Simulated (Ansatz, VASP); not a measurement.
Two plane-wave programs on InP

File INCAR:

```
SYSTEM = InP
PREC = Accurate
ENCUT = 600
EDIFF = 1E-6
ISMEAR = 0
SIGMA = 0.1
LREAL = .FALSE.
LASPH = .TRUE.
NELM = 60
ALGO = Normal
ISIF = 3
LWAVE = .FALSE.
LCHARG = .FALSE.
GGA = PE
IBRION = 2
NSW = 65
EDIFFG = -0.01
```

The input KPOINTS:

```
Automatic mesh
0
G
  12 12 6
  0 0 0
```

The input POSCAR:

```
InP
1.0
    3.9175818557      0.0000000000      0.0000000000
   -1.9587909278      3.3927254084      0.0000000000
    0.0000000000      0.0000000000      6.3917909799
In P
2 2
Direct
    0.0000000000      0.0000000000      0.0000000000
    0.0000000000      0.0000000000      0.5000000000
    0.3333333333      0.6666666667      0.2500000000
    0.6666666667      0.3333333333      0.7500000000
```

Input for Ansatz:

```yaml
crystal:
  lattice:
    - [3.9175818557, 0.0, 0.0]
    - [-1.9587909278, 3.3927254084, 0.0]
    - [0.0, 0.0, 6.3917909799]
  atoms:
    - { symbol: In, position: [0.0, 0.0, 0.0] }
    - { symbol: P, position: [0.3333333333, 0.6666666667, 0.25] }
    - { symbol: In, position: [0.0, 0.0, 0.5] }
    - { symbol: P, position: [0.6666666667, 0.3333333333, 0.75] }
basis:
  ecutwfc: 420
kpoints:
  mp_grid: { grid: [12, 12, 6] }
hamiltonian:
  xc: pbe
scf:
  occupations: { method: gaussian, width: 0.1 }
output:
  forces: true
  stress: true
  eigenvalues: true
  populations: true
relax:
  adjacent_minimum: "off"
  f_tol: 0.01
  max_steps: 45
  cell: { stress_tol: 0.05 }
```

Alike in both runs: task relaxation of cell and atoms; functional PBE; k mesh 12 × 12 × 6; occupations gaussian, width 0.1 eV; no spin polarisation.

|  | VASP | Ansatz |
| --- | --- | --- |
| version | VASP 6.6.1 | Ansatz 0.2.0 |
| potentials or method | VASP PAW PBE potentials, release 64 (In_d, P), cutoff 600 eV | scalar-relativistic, plane waves, PAW |
| valence electrons in the cell | 36 | 36 |

```csv
,VASP,Ansatz,Ansatz less VASP
"gap on the k mesh at the Fermi level, each at its own relaxed structure (eV)",none,none,-
relaxed volume (Å³/atom),21.63,21.60,-0.029
relaxed cell length with the largest relative difference (Å),3.886,3.884,-0.0026
```

A gap of «none» marks a metal or a gap that the smearing closes.
